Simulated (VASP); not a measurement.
Input of a VASP 6.6.1 run:

The input INCAR:

```
SYSTEM = GaAs
PREC = Accurate ; ENCUT = 520
EDIFF = 1E-7 ; ISMEAR = 0
SIGMA = 0.02 ; LREAL = .False.
LASPH = .True. ; NELM = 100
ALGO = Normal ; ISIF = 2
LWAVE = .False. ; LCHARG = .False.
GGA = PE ; NBANDS = 16
```

The input KPOINTS:

```
regular mesh
0
Gamma
  12 12 12
  0 0 0
```

POSCAR

```
GaAs
1.0
    0.0000000000      2.8636950549      2.8636950549
    2.8636950549      0.0000000000      2.8636950549
    2.8636950549      2.8636950549      0.0000000000
Ga As
1 1
Direct
    0.0000000000      0.0000000000      0.0000000000
    0.2500000000      0.2500000000      0.2500000000
```

Potentials or basis: VASP PAW PBE potentials, release 64 (Ga_d, As).

Run with:

```bash
$ cat potpaw_PBE.64/Ga_d/POTCAR potpaw_PBE.64/As/POTCAR > POTCAR
$ mpirun -np 1 vasp_std > vasp.out
```

Q: Estimate the band gap on the k mesh.

A: 0.23 eV, direct.

Q: Predict the pressure.

A: 0.8 GPa.
